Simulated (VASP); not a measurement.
A run of VASP 6.6.1 is set up as follows.

The input POSCAR:

```
Cu
1.0
    2.3500000000      0.0000000000      0.0000000000
    0.0000000000      2.3500000000      0.0000000000
    0.0000000000      0.0000000000      2.3500000000
Cu
1
Direct
    0.0000000000      0.0000000000      0.0000000000
```

File INCAR.step1:

```
PREC     = Accurate       # precision mode
ENCUT    = 600            # plane-wave cutoff, eV
ISMEAR   = -1             # smearing method
SIGMA    = 0.1            # smearing width, eV
LREAL    = False          # projectors in reciprocal space
LASPH    = True           # aspherical terms in the spheres
NELM     = 60             # most SCF steps
GGA      = PE             # functional
ALGO     = Normal         # electronic algorithm
EDIFF    = 1E-4           # SCF threshold, eV
LWAVE    = True           # write WAVECAR
LCHARG   = False          # write CHGCAR
```

INCAR.step2

```
PREC     = Accurate       # precision mode
ENCUT    = 600            # plane-wave cutoff, eV
EDIFF    = 1E-6           # SCF threshold, eV
ISMEAR   = -1             # smearing method
SIGMA    = 0.1            # smearing width, eV
LREAL    = False          # projectors in reciprocal space
LASPH    = True           # aspherical terms in the spheres
NELM     = 60             # most SCF steps
ALGO     = Normal         # electronic algorithm
ISIF     = 3              # what is computed and relaxed
LWAVE    = False          # write WAVECAR
LCHARG   = False          # write CHGCAR
METAGGA  = R2SCAN         # meta-GGA
LMIXTAU  = True         
IBRION   = 2              # ionic algorithm
NSW      = 80             # ionic steps
EDIFFG   = -0.03          # ionic threshold
PSTRESS  = 150.0        
ISTART   = 1
```

KPOINTS

```
regular mesh
0
Gamma
  10 10 10
```

Potentials or basis: VASP PAW PBE potentials, release 64 (Cu).

Launch:

```sh
$ cat potpaw_PBE.64/Cu/POTCAR > POTCAR
$ cp INCAR.step1 INCAR
$ mpirun -np 1 vasp_std > vasp.out
$ cp INCAR.step2 INCAR
$ mpirun -np 1 vasp_std > vasp.out
```

Problem. Predict the relaxed cell.

Solution. a = 2.296 Å, b = 2.296 Å, c = 2.296 Å, α = 90.00°, β = 90.00°, γ = 90.00°.

Problem. Predict the relaxed volume.

Solution. 12.10 Å³/atom.

Final structure:
```
Cu
1.0
     2.29566    0.00000    0.00000
     0.00000    2.29566    0.00000
     0.00000    0.00000    2.29566
Cu
1
Direct
  0.00000 0.00000 0.00000
```

Caveat: the cell is relaxed towards a set pressure, so the enthalpy falls and the energy may rise; the PAW data sets were made with another functional, which shifts forces and pressure a little.
